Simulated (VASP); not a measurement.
A run of VASP 6.6.1 is set up as follows.

Contents of INCAR:

```
PREC     = Accurate       # precision mode
ENCUT    = 520            # plane-wave cutoff, eV
EDIFF    = 1E-6           # SCF threshold, eV
ISMEAR   = 0              # smearing method
SIGMA    = 0.1            # smearing width, eV
LREAL    = False          # projectors in reciprocal space
LASPH    = True           # aspherical terms in the spheres
NELM     = 100            # most SCF steps
ALGO     = Fast           # electronic algorithm
ISIF     = 2              # what is computed and relaxed
LWAVE    = False          # write WAVECAR
LCHARG   = False          # write CHGCAR
GGA      = PE             # functional
NBANDS   = 35             # bands
```

Contents of KPOINTS:

```
Automatic mesh
0
Gamma
  8 8 8
```

Contents of POSCAR:

```
Na2Cd
1.0
    0.0000000000      4.5038842238      4.5038842238
    4.5038842238      0.0000000000      4.5038842238
    4.5038842238      4.5038842238      0.0000000000
Na Cd
4 2
Direct
    0.1250000000      0.1250000000      0.1250000000
    0.6250000000      0.1250000000      0.1250000000
    0.1250000000      0.1250000000      0.6250000000
    0.1250000000      0.6250000000      0.1250000000
    0.5000000000      0.5000000000      0.5000000000
    0.7500000000      0.7500000000      0.7500000000
```

Potentials or basis: VASP PAW PBE potentials, release 64 (Na_pv, Cd).

The run is started by

```sh
$ cat potpaw_PBE.64/Na_pv/POTCAR potpaw_PBE.64/Cd/POTCAR > POTCAR
$ mpirun -np 1 vasp_std > vasp.out
```

(1) Predict the pressure.

(2) Estimate the band gap on the k mesh.

Answers

(1) 0.0 GPa.

(2) zero (band 26 reaches 2.05 eV, above the bottom of band 27 at 0.25 eV).
